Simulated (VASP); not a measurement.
A run of VASP 6.6.1 is set up as follows.

INCAR

```
  PREC = Accurate
  ENCUT = 520
  EDIFF = 1E-7
  ISMEAR = -1
  SIGMA = 0.02
  LREAL = F
  LASPH = T
  NELM = 80
  ALGO = Normal
  ISIF = 2
  LWAVE = F
  LCHARG = F
  GGA = PE
  NBANDS = 15
```

File KPOINTS:

```
regular mesh
0
Gamma
  8 8 8
```

POSCAR

```
KCl
1.0
   -0.0392057757      3.1056425464      3.1056425464
    3.1056425464     -0.0392057757      3.1056425464
    3.1056425464      3.1056425464     -0.0392057757
K Cl
1 1
Direct
    0.0000000000      0.0000000000      0.0000000000
    0.5000000000      0.5000000000      0.5000000000
```

Potentials or basis: VASP PAW PBE potentials, release 64 (K_sv, Cl).

Command:

```bash
$ cat potpaw_PBE.64/K_sv/POTCAR potpaw_PBE.64/Cl/POTCAR > POTCAR
$ mpirun -np 1 vasp_std > vasp.out
```

(1) Estimate the pressure.

(2) Estimate the band gap on the k mesh.

Answers

(1) 1.2 GPa.

(2) 5.23 eV, direct.

Caveat: the cell differs from its parent crystal (strain along [111] -1.9%).
